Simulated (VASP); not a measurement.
Here is a VASP 6.6.1 calculation.

The input INCAR:

```
SYSTEM = Be2C
ALGO = Normal
EDIFF = 1E-6
ENCUT = 600
GGA_COMPAT = .FALSE.
ISIF = 2
ISMEAR = 0
LASPH = .TRUE.
LCHARG = .FALSE.
LREAL = .FALSE.
LWAVE = .FALSE.
NBANDS = 11
NELM = 120
PREC = Accurate
SIGMA = 0.01
```

Contents of KPOINTS:

```
k-points
0
G
  8 8 8
  0 0 0
```

The input POSCAR:

```
Be2C
1.0
    0.0000000000      2.1341721506      2.1341721506
    2.1341721506      0.0000000000      2.1341721506
    2.1341721506      2.1341721506      0.0000000000
Be C
2 1
Direct
    0.2500000000      0.2500000000      0.2500000000
    0.7500000000      0.7500000000      0.7500000000
    0.0000000000      0.0000000000      0.0000000000
```

Potentials or basis: VASP PAW LDA potentials, release 64 (Be, C).

Run with:

```sh
$ cat potpaw_LDA.64/Be/POTCAR potpaw_LDA.64/C/POTCAR > POTCAR
$ mpirun -np 1 vasp_std > vasp.out
```

(1) Predict the pressure.

(2) What does it give for the band gap on the k mesh?

Results:

(1) 0.5 GPa.

(2) 1.20 eV (least direct gap 4.10 eV).
